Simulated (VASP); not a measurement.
# MgZn4O (P6mm) in VASP: single point with PBE

Aim: the single point of MgZn4O with PBE.

Program: VASP 6.6.1. These are calculated values, not measurements. Logs are shortened: lines on timing, memory, paths and dates and some standing lists are left out, and cuts for length are marked.

## (1) The cell of the first run

Symmetry: P6mm, No. 183, hexagonal system. The conventional cell has a = 5.010 Å, b = 5.010 Å, c = 6.381 Å, α = 90.00°, β = 90.00°, γ = 120.00°. Mg (site symmetry 6mm) has 1 O at 1.88 Å within 2.5 Å. Zn (site symmetry 2mm) has 6 Zn at 2.50 to 2.92 Å and 2 O at 2.55 Å within 3.3 Å. Within 2.6 Å of Zn (site symmetry 6mm) lie 1 O at 1.98 Å and 1 Mg at 2.52 Å. O (site symmetry 6mm) has 1 Mg at 1.88 Å and 1 Zn at 1.98 Å within 2.5 Å.

## (2) Single point, PBE

INCAR reads:

```
ALGO = Normal
EDIFF = 1E-6
ENCUT = 520
GGA = PE
ISIF = 2
ISMEAR = 0
LASPH = True
LCHARG = True
LELF = True
LREAL = False
LVHAR = True
LWAVE = False
NBANDS = 37
NELM = 60
PREC = Accurate
SIGMA = 0.2
```

KPOINTS reads:

```
k-points
0
Gamma
  5 5 3
```

POSCAR reads:

```
MgZn4O
1.0
    5.0096280282     -0.0000000035      0.0000000000
   -2.5048140111      4.3384651376      0.0000000000
    0.0000000000      0.0000000000      6.3810538233
Mg Zn O
1 4 1
Direct
    0.0000000000      0.0000000000      0.4793533324
    0.5000000000      0.0000000000      0.8494976599
    0.0000000000      0.5000000000      0.8494976599
    0.5000000000      0.5000000000      0.8494976599
    0.0000000000      0.0000000000      0.0851937058
    0.0000000000      0.0000000000      0.7744981421
```

Potentials or basis: VASP PAW PBE potentials, release 64 (Mg, Zn, O).

Launch:

```console
> cat potpaw_PBE.64/Mg/POTCAR potpaw_PBE.64/Zn/POTCAR potpaw_PBE.64/O/POTCAR > POTCAR
> mpirun -np 1 vasp_std > vasp.out
```

OUTCAR:

```text
EDIFF = 1E-6
   ENCUT = 520
   GGA = PE
   ISIF = 2
   ISMEAR = 0
   LASPH = True
   LREAL = False
   NELM = 60
   PREC = Accurate

 ion  position               nearest neighbor table
   1  0.000  0.000  0.479-   6 1.88   5 2.52
   2  0.500  0.000  0.849-   3 2.50   3 2.50   4 2.50   4 2.50   5 2.92   5 2.92
   3  0.000  0.500  0.849-   2 2.50   2 2.50   4 2.50   4 2.50   5 2.92   5 2.92
   4  0.500  0.500  0.849-   2 2.50   2 2.50   3 2.50   3 2.50   5 2.92   5 2.92
   5  0.000  0.000  0.085-   6 1.98   1 2.52   4 2.92   4 2.92   3 2.92   3 2.92   2 2.92   2 2.92

   6  0.000  0.000  0.774-   1 1.88   5 1.98

  LATTYP: Found a hexagonal cell.
 ALAT       =     5.0096280282
 C/A-ratio  =     1.2737580091

  Lattice vectors:

 A1 = (   5.0096280282,  -0.0000000035,   0.0000000000)
 A2 = (  -2.5048140111,   4.3384651376,   0.0000000000)
 A3 = (   0.0000000000,   0.0000000000,   6.3810538233)

Analysis of symmetry for initial positions (statically):
=====================================================================
 Subroutine PRICEL returns:
 Original cell was already a primitive cell.

 Routine SETGRP: Setting up the symmetry group for a
 hexagonal supercell.

 Subroutine GETGRP returns: Found 12 space group operations
 (whereof 12 operations were pure point group operations)
 out of a pool of 24 trial point group operations.

The static configuration has the point symmetry C_6v.

Analysis of symmetry for dynamics (positions and initial velocities):
=====================================================================
 Subroutine PRICEL returns:
 Original cell was already a primitive cell.

 Routine SETGRP: Setting up the symmetry group for a
 hexagonal supercell.

 Subroutine GETGRP returns: Found 12 space group operations
 (whereof 12 operations were pure point group operations)
 out of a pool of 24 trial point group operations.

The dynamic configuration has the point symmetry C_6v.

 Subroutine INISYM returns: Found 12 space group operations
 (whereof 12 operations are pure point group operations),
 and found     1 'primitive' translations

----------------------------------------------------------------------------------------

                                     Primitive cell

  volume of cell :     138.6864

  direct lattice vectors                    reciprocal lattice vectors
     5.009628028 -0.000000003  0.000000000     0.199615619  0.115248131  0.000000000
    -2.504814011  4.338465138  0.000000000     0.000000000  0.230496263  0.000000000
     0.000000000  0.000000000  6.381053823     0.000000000  0.000000000  0.156713927

  length of vectors
     5.009628028  5.009628028  6.381053823     0.230496263  0.230496263  0.156713927

  position of ions in fractional coordinates (direct lattice)
     0.000000000  0.000000000  0.479353332
     0.500000000  0.000000000  0.849497660
     0.000000000  0.500000000  0.849497660
     0.500000000  0.500000000  0.849497660
     0.000000000  0.000000000  0.085193706
     0.000000000  0.000000000  0.774498142

  ion indices of the primitive-cell ions
   primitive index   ion index
                 1           1
                 2           2
                 3           3
                 4           4
                 5           5
                 6           6

----------------------------------------------------------------------------------------

 KPOINTS: k-points

Automatic generation of k-mesh.
 Grid dimensions read from file:
 generate k-points for:    5    5    3

 Generating k-lattice:

  Cartesian coordinates                     Fractional coordinates (reciprocal lattice)
     0.039923124  0.023049626  0.000000000     0.200000000  0.000000000  0.000000000
     0.000000000  0.046099253  0.000000000     0.000000000  0.200000000  0.000000000
     0.000000000  0.000000000  0.052237976     0.000000000  0.000000000  0.333333333

  Length of vectors
     0.046099253  0.046099253  0.052237976

  Shift w.r.t. Gamma in fractional coordinates (k-lattice)
     0.000000000  0.000000000  0.000000000

 Subroutine IBZKPT returns following result:
 ===========================================

 Found     10 irreducible k-points:

 Following reciprocal coordinates:
            Coordinates               Weight
  0.000000  0.000000  0.000000      1.000000
  0.200000  0.000000  0.000000      6.000000
  0.400000  0.000000  0.000000      6.000000
  0.200000  0.200000  0.000000      6.000000
  0.400000  0.200000  0.000000      6.000000
  0.000000  0.000000  0.333333      2.000000
  0.200000  0.000000  0.333333     12.000000
  0.400000  0.000000  0.333333     12.000000
  0.200000  0.200000  0.333333     12.000000
  0.400000  0.200000  0.333333     12.000000
   k-points           NKPTS =     10   k-points in BZ     NKDIM =     10   number of bands    NBANDS=     37
   number of dos      NEDOS =    301   number of ions     NIONS =      6
   total plane-waves  NPLWV =  76800
   dimension x,y,z NGX =    40 NGY =   40 NGZ =   48
   dimension x,y,z NGXF=    80 NGYF=   80 NGZF=   96
   ions per type =               1   4   1
   NGX,Y,Z   is equivalent  to a cutoff of  13.27, 13.27, 12.51 a.u.
   NGXF,Y,Z  is equivalent  to a cutoff of  26.55, 26.55, 25.01 a.u.
 SYSTEM =  unknown system
   PREC   = accura    normal or accurate (medium, high low for compatibility)
   ISTART =      0    job   : 0-new  1-cont  2-samecut
   ICHARG =      2    charge: 1-file 2-atom 10-const
   ISPIN  =      1    spin polarized calculation?
   LNONCOLLINEAR =      F non collinear calculations
   LSORBIT =      F    spin-orbit coupling
   LASPH  =      T    aspherical Exc in radial PAW
   ENCUT  =  520.0 eV  38.22 Ry    6.18 a.u.   9.31  9.31 11.86*2*pi/ulx,y,z
   NELM   =     60;   NELMIN=  2; NELMDL= -5     # of ELM steps
   EDIFF  = 0.1E-05   stopping-criterion for ELM
   LREAL  =      F    real-space projection
   EDIFFG = 0.1E-04   stopping-criterion for IOM
   NSW    =      0    number of steps for IOM
   IBRION =     -1    ionic relax: 0-MD 1-quasi-New 2-CG
   NFREE  =      0    steps in history (QN), initial steepest desc. (CG)
   ISIF   =      2    stress and relaxation
   ISYM   =      2    0-nonsym 1-usesym 2-fastsym
   POTIM  = 0.5000    time-step for ionic-motion
   TEBEG  =    0.0;   TEEND  =   0.0 temperature during run
   PSTRESS=    0.0 pullay stress
   NELECT =      56.0000    total number of electrons
   NUPDOWN=      -1.0000    fix difference up-down
   EMIN   =  10.00;   EMAX   =-10.00  energy-range for DOS
   EFERMI =   0.00;   METHOD = LEGACY
   ISMEAR =     0;   SIGMA  =   0.20  broadening in eV -4-tet -1-fermi 0-gaus
   EFERMI_NEDOS =   21; number of points for ismear=-14 and -15
   IALGO  =     38    algorithm
   IMIX   =      4    mixing-type and parameters
     AMIX     =   0.40;   BMIX     =  1.00
     AMIX_MAG =   1.60;   BMIX_MAG =  1.00
  volume/ion in A,a.u.               =      23.11       155.98
  Fermi-wavevector in a.u.,A,eV,Ry     =   1.210021  2.286608 19.920975  1.464150
  Thomas-Fermi vector in A             =   2.345580
   LORBIT       =      0    0 simple, 1 ext, 2 COOP (PROOUT), +10 PAW based schemes
   GGA     = PE    functional components
   LHFCALC =     F    Hartree Fock is set to
   AEXX    =    0.0000 exact exchange contribution
   IVDW    =     0    specifies the selected vdW correction
   LEPSILON=     F    determine dielectric tensor
   LRPA    =     F    only Hartree local field effects (RPA)
 non-spin polarized calculation
 Gauss-broadening in eV      SIGMA  =   0.20
  energy-cutoff  :      520.00
  volume of cell :      138.69
 maximum number of plane-waves:      3747
 NGX is ok and might be reduce to    40
   NGX = 19   NGY = 19   NGZ = 23

 number of electron      55.9999983 magnetization

 Free energy of the ion-electron system (eV)
  ---------------------------------------------------
  ext. energy  EPLUGINS =         0.00000000
  ---------------------------------------------------
  free energy    TOTEN  =       -11.18416420 eV

  energy without entropy =      -11.14914094  energy(sigma->0) =      -11.16665257

 E-fermi :   0.8241     XC(G=0):  -8.4672

 val. band max:        0.7921418050   @ k =   0.2000   0.0000   0.3333
 cond. band min:       0.8385652302   @ k =   0.4000   0.2000   0.0000
 fundamental gap:      0.0464234252
 Fermi energy:         0.8240831806

 k-point     1 :       0.0000    0.0000    0.0000
  band No.  band energies     occupation
      1     -18.1435      2.00000
      2      -8.0259      2.00000
      3      -7.3853      2.00000
      4      -7.3853      2.00000
      5      -7.1452      2.00000
      6      -7.0446      2.00000
[... 29 lines left out ...]
     36       6.3568      0.00000
     37       6.3568      0.00000

 k-point     2 :       0.2000    0.0000    0.0000
  band No.  band energies     occupation
      1     -18.1298      2.00000
      2      -7.8817      2.00000
      3      -7.3867      2.00000
      4      -7.2937      2.00000
      5      -7.1272      2.00000
      6      -7.0934      2.00000
[... 29 lines left out ...]
     36       5.9440      0.00000
     37       6.5712      0.00000

 k-point     3 :       0.4000    0.0000    0.0000
  band No.  band energies     occupation
      1     -18.1072      2.00000
      2      -7.6918      2.00000
      3      -7.3363      2.00000
      4      -7.0913      2.00000
      5      -7.0691      2.00000
      6      -6.9962      2.00000
[... 29 lines left out ...]
     36       6.4301      0.00000
     37       6.8124      0.00000
[... 201 lines left out ...]
 k-point     9 :       0.2000    0.2000    0.3333
  band No.  band energies     occupation
      1     -18.1095      2.00000
      2      -7.6530      2.00000
      3      -7.3456      2.00000
      4      -7.3146      2.00000
      5      -7.0777      2.00000
      6      -7.0128      2.00000
[... 29 lines left out ...]
     36       6.1648      0.00000
     37       6.9829      0.00000

 k-point    10 :       0.4000    0.2000    0.3333
  band No.  band energies     occupation
      1     -18.0982      2.00000
      2      -7.5319      2.00000
      3      -7.2251      2.00000
      4      -7.1678      2.00000
      5      -7.0881      2.00000
      6      -7.0761      2.00000
[... 29 lines left out ...]
     36       6.2326      0.00000
     37       7.6110      0.00000

------------------------ aborting loop because EDIFF is reached ----------------------------------------

  FORCE on cell =-STRESS in cart. coord.  units (eV):
  Direction    XX          YY          ZZ          XY          YZ          ZX
  --------------------------------------------------------------------------------------
  -------------------------------------------------------------------------------------
  Total        0.0862823      0.0862823      0.7703789     -0.0000000     -0.0000000     -0.0000000
  in kB        0.9967777      0.9967777      8.8998145     -0.0000000     -0.0000000     -0.0000000
  external PRESSURE =       3.6311233 kB  Pullay stress =       0.0000000 kB

 VOLUME and BASIS-vectors are now :
 -----------------------------------------------------------------------------
  energy-cutoff  :      520.00
  volume of cell :      138.69
      direct lattice vectors                 reciprocal lattice vectors
     5.009628028 -0.000000003  0.000000000     0.199615619  0.115248131  0.000000000
    -2.504814011  4.338465138  0.000000000     0.000000000  0.230496263  0.000000000
     0.000000000  0.000000000  6.381053823     0.000000000  0.000000000  0.156713927

 POSITION                                       TOTAL-FORCE (eV/Angst)
 -----------------------------------------------------------------------------------
      0.00000      0.00000      3.05878         0.000000     -0.000000     -0.065065
      2.50481     -0.00000      5.42069         0.000000     -0.000000     -0.010355
     -1.25241      2.16923      5.42069        -0.000000     -0.000000     -0.010355
      1.25241      2.16923      5.42069         0.000000      0.000000     -0.010355
      0.00000      0.00000      0.54363        -0.000000     -0.000000      0.098175
      0.00000      0.00000      4.94211        -0.000000      0.000000     -0.002046
 -----------------------------------------------------------------------------------
    total drift:                               -0.000000     -0.000000      0.002059

  FREE ENERGIE OF THE ION-ELECTRON SYSTEM (eV)
  ---------------------------------------------------
  free  energy   TOTEN  =       -11.1841641951 eV

  energy  without entropy=      -11.1491409446  energy(sigma->0) =      -11.16665257
```

It took 65 s on 1 thread of AMD EPYC 7R43 (Zen 3), shared host; peak memory 0.24 GiB.

Results:

```
Free energy            : -11.1842 eV
Pressure               : 0.4 GPa
Largest force          : 0.098 eV/Å
Band gap on the k mesh : zero (band 28 reaches 1.29 eV, above the bottom of band 29 at 0.40 eV)
```

Forces in eV/Å, atoms in the order of the input:
```
Mg   0.000  0.000 -0.065
Zn   0.000  0.000 -0.010
Zn   0.000  0.000 -0.010
Zn   0.000  0.000 -0.010
Zn   0.000  0.000  0.098
O    0.000  0.000 -0.002
```

Stress tensor (GPa, compression positive):
```
0.10 0.00 0.00
0.00 0.10 0.00
0.00 0.00 0.89
```
